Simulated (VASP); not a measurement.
Set up this calculation in VASP 6.6.1, as the native input.

* Task: density of states
* Functional: PBE
* Potentials or basis: VASP PAW PBE potentials, release 64 (Be, Al)
* Cutoff: 520 eV
* k mesh: 24 × 24 × 14
* Occupations: gaussian, width 0.1 eV
* Spin: no spin polarisation
* Dipole correction: no
* k mesh for the DOS: 36 × 36 × 21
* Occupations for the DOS: tetrahedron
* Further INCAR settings: ALGO = Normal; EDIFF = 1e-07; NBANDS = 10

BeAl:

```
CELL_PARAMETERS angstrom
2.71559 0.00000 0.00000
-1.35780 2.35177 0.00000
0.00000 0.00000 4.01886
ATOMIC_POSITIONS crystal
Be 0.00000 0.00000 0.00000
Al 0.33333 0.66667 0.50000
```

The input as run:

POSCAR

```
BeAl
1.0
    2.7155928974      0.0000000000      0.0000000000
   -1.3577964487      2.3517724355      0.0000000000
    0.0000000000      0.0000000000      4.0188592332
Be Al
1 1
Direct
    0.0000000000      0.0000000000      0.0000000000
    0.3333333333      0.6666666667      0.5000000000
```

INCAR.step1

```
ALGO     = Normal         # electronic algorithm
EDIFF    = 1E-7           # SCF threshold, eV
ENCUT    = 520            # plane-wave cutoff, eV
GGA      = PE             # functional
ISIF     = 2              # what is computed and relaxed
ISMEAR   = 0              # smearing method
LASPH    = T              # aspherical terms in the spheres
LCHARG   = T              # write CHGCAR
LREAL    = F              # projectors in reciprocal space
LWAVE    = F              # write WAVECAR
NBANDS   = 10             # bands
NELM     = 100            # most SCF steps
PREC     = Accurate       # precision mode
SIGMA    = 0.1            # smearing width, eV
```

KPOINTS.step1

```
k-points
0
Gamma
  24 24 14
```

INCAR.step2

```
ALGO     = Normal         # electronic algorithm
EDIFF    = 1E-7           # SCF threshold, eV
ENCUT    = 520            # plane-wave cutoff, eV
GGA      = PE             # functional
ICHARG   = 11             # starting density
ISIF     = 2              # what is computed and relaxed
ISMEAR   = -5             # smearing method
LASPH    = T              # aspherical terms in the spheres
LCHARG   = F              # write CHGCAR
LORBIT   = 11             # projections on sites
LREAL    = F              # projectors in reciprocal space
LWAVE    = F              # write WAVECAR
NBANDS   = 10             # bands
NEDOS    = 1001           # points of the DOS
NELM     = 100            # most SCF steps
PREC     = Accurate       # precision mode
SIGMA    = 0.1            # smearing width, eV
```

KPOINTS.step2

```
k-points
0
Gamma
  36 36 21
```

Potentials or basis: VASP PAW PBE potentials, release 64 (Be, Al).

Command:

```console
$ cat potpaw_PBE.64/Be/POTCAR potpaw_PBE.64/Al/POTCAR > POTCAR
$ cp INCAR.step1 INCAR
$ cp KPOINTS.step1 KPOINTS
$ mpirun -np 1 vasp_std > vasp.out
$ cp INCAR.step2 INCAR
$ cp KPOINTS.step2 KPOINTS
$ mpirun -np 1 vasp_std > vasp.out
```

Results of the run:

| Item | Value |
| --- | --- |
| Valence electrons inside the program's atomic spheres | Be 0.91; Al 0.81 |

Run time: 2.5 min on 1 thread of Intel(R) Xeon(R) Platinum 8375C CPU @ 2.90GHz (Ice Lake), with other jobs on the host, peak memory 0.47 GiB.
